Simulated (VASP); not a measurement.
Wanted: the native input for a VASP 6.6.1 run.

```
Task                   : single point
Functional             : LDA
Potentials or basis    : VASP PAW LDA potentials, release 64 (Sr_sv, Mn_pv, As)
Cutoff                 : 500 eV
k mesh                 : 7 × 7 × 3
Occupations            : fermi-dirac, width 0.1 eV
Spin                   : collinear spin, ferromagnetic start
Starting moments       : [0.0, 2.8, 2.8, 0.0, 0.0] μB
Dipole correction      : no
Further INCAR settings : ALGO = Normal; EDIFF = 1e-06; NBANDS = 35
```

The structure of SrMn2As2 lies in POSCAR:

```
SrMn2As2
1.0
    4.0763099900      0.0000000000      0.0000000000
   -2.0381549900      3.5301880000      0.0000000000
    0.0000000000      0.0000000000      7.3514670000
Sr Mn As
1 2 2
Direct
    0.0000000000      0.0000000000      0.0000000000
    0.6666666700      0.3333333300      0.3876830000
    0.3333333300      0.6666666700      0.6123170000
    0.6666666700      0.3333333300      0.7179570000
    0.3333333300      0.6666666700      0.2820430000
```

One way to write it, as run:

INCAR

```
SYSTEM = SrMn2As2
PREC = Accurate ; ENCUT = 500
EDIFF = 1E-6 ; ISMEAR = -1
SIGMA = 0.1 ; LREAL = .False.
LASPH = .True. ; NELM = 200
ALGO = Normal ; ISIF = 2
LWAVE = .False. ; LCHARG = .False.
ISPIN = 2 ; MAGMOM = 0 2.8 2.8 0 0
LORBIT = 11 ; LMAXMIX = 4
GGA = CA ; NBANDS = 35
GGA_COMPAT = .False.
```

KPOINTS

```
Automatic mesh
0
Gamma
  7 7 3
  0 0 0
```

Potentials or basis: VASP PAW LDA potentials, release 64 (Sr_sv, Mn_pv, As).

Launch:

```sh
$ cat potpaw_LDA.64/Sr_sv/POTCAR potpaw_LDA.64/Mn_pv/POTCAR potpaw_LDA.64/As/POTCAR > POTCAR
$ mpirun -np 1 vasp_std > vasp.out
```

Results of the run:

```
Pressure                                              : -8.5 GPa
Largest force                                         : 0.714 eV/Å
Net moment                                            : 5.00 μB per cell
Site moments                                          : Sr -0.00; Mn +2.48; As -0.09 μB
Valence electrons inside the program's atomic spheres : Sr 8.04; Mn 11.64; As 2.85
```

Caveat: the cell stands under tension; the run started ferromagnetic, and an antiferromagnetic order may lie lower in energy.

It took 4.5 min on 1 thread of AMD EPYC 7R43 64-Core Processor (Zen 3), with other jobs on the host, peak memory 0.22 GiB.
